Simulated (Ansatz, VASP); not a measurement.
## Two plane-wave programs on SiS2

```
Si S
1.0
    -2.85395    5.01224    2.76165
     2.85395   -5.01224    2.76165
     2.85395    5.01224   -2.76165
Si S
2 4
Cartesian
  0.0000 0.0000 4.1425
  0.0000 0.0000 1.3808
  1.1583 1.1435 0.0000
  1.6957 3.8687 2.7617
  1.6957 6.1557 0.0000
  1.1583 -1.1435 2.7617
```

Change from the starting cell: biaxial_xy strain +4.0%.

Alike in both runs: task single point; functional r2SCAN; k mesh 6 × 6 × 6; no spin polarisation.

|  | VASP | Ansatz |
| --- | --- | --- |
| version | VASP 6.6.1 | Ansatz 0.2.0 |
| potentials or method | VASP PAW PBE potentials, release 64 (Si, S) | plane waves, PAW |
| plane-wave cutoff (eV) | 550 | 500 |
| occupations | gaussian, width 0.01 eV | fixed |
| valence electrons in the cell | 32 | 32 |

VASP gave:

| Property | Result |
| --- | --- |
| gap on the k mesh at the Fermi level (eV) | 3.36 |
| pressure (GPa) | -0.2 |
| traceless stress, the component that is largest in VASP (GPa) | 0.29 |
| rms of the force components (eV/Å) | 0.051 |

Question: What did Ansatz give for the same quantities?

Answer: gap on the k mesh at the Fermi level (eV): 3.34; pressure (GPa): 0.0; traceless stress, the component that is largest in VASP (GPa): 0.31; rms of the force components (eV/Å): 0.027.

VASP's potentials were made for PBE, not for r2SCAN. Atom by atom the forces differ by 0.023 eV/Å (rms over components).
